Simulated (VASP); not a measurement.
A run of VASP 6.6.1 is set up as follows.

The input INCAR:

```
ALGO = Normal
EDIFF = 1E-6
ENCUT = 520
GGA = PE
ISIF = 2
ISMEAR = 0
LASPH = T
LCHARG = F
LREAL = Auto
LWAVE = F
NBANDS = 46
NELECT = 64.0
NELM = 80
PREC = Accurate
SIGMA = 0.02
```

The input KPOINTS:

```
k-points
0
Gamma
  2 2 2
```

Contents of POSCAR:

```
Mg8HO8
1.0
    0.0000000000      4.1948000000      4.1948000000
    4.1948000000      0.0000000000      4.1948000000
    4.1948000000      4.1948000000      0.0000000000
Mg O H
8 8 1
Direct
    0.0053906027     -0.0072064222     -0.0068493134
   -0.0000781920      0.0017547916      0.4911080385
   -0.0000207400      0.4907237532      0.0021126156
   -0.0003513874      0.4912393916      0.4915671784
    0.4926045342      0.0077666396      0.0084000429
    0.4917614666      0.0137660914      0.4662393916
    0.4918198722      0.4681038429      0.0131040812
    0.5004226662      0.4946915228      0.4954066940
    0.2401904739      0.2472182226      0.2467388195
    0.2547831839      0.2411687089      0.7435566654
    0.2540999571      0.7432372223      0.2424953514
    0.2578254029      0.7446629160      0.7446266807
    0.7492172452      0.2438937494      0.2439221179
    0.7494909173      0.2431359064      0.7476171689
    0.7494668399      0.7471849671      0.2433781110
    0.7509393773      0.7444544436      0.7446873510
    0.5490103223      0.8064438114      0.8020245304
```

Potentials or basis: VASP PAW PBE potentials, release 64 (Mg, O, H).

Launch:

```console
$ cat potpaw_PBE.64/Mg/POTCAR potpaw_PBE.64/O/POTCAR potpaw_PBE.64/H/POTCAR > POTCAR
$ mpirun -np 1 vasp_std > vasp.out
```

Task: Predict the largest force.

Result: 0.194 eV/Å.

Forces in eV/Å, atoms in the order of the input:
```
Mg  -0.005 -0.009 -0.004
Mg  -0.004 -0.001  0.014
Mg  -0.006  0.008  0.004
Mg  -0.025 -0.005 -0.003
Mg   0.051  0.012  0.023
Mg  -0.010 -0.004 -0.015
Mg  -0.025 -0.011 -0.019
Mg  -0.013 -0.005  0.002
O    0.006 -0.001 -0.002
O   -0.009  0.000 -0.001
O   -0.018 -0.007  0.012
O   -0.014 -0.021 -0.018
O   -0.009  0.001  0.000
O   -0.008 -0.005  0.003
O   -0.005  0.001  0.000
O   -0.084  0.077  0.075
H    0.178 -0.028 -0.072
```

Caveat: the k points lie up to 0.65 Å⁻¹ apart; the cell carries a net charge on a neutralising background, which shifts energy and pressure.
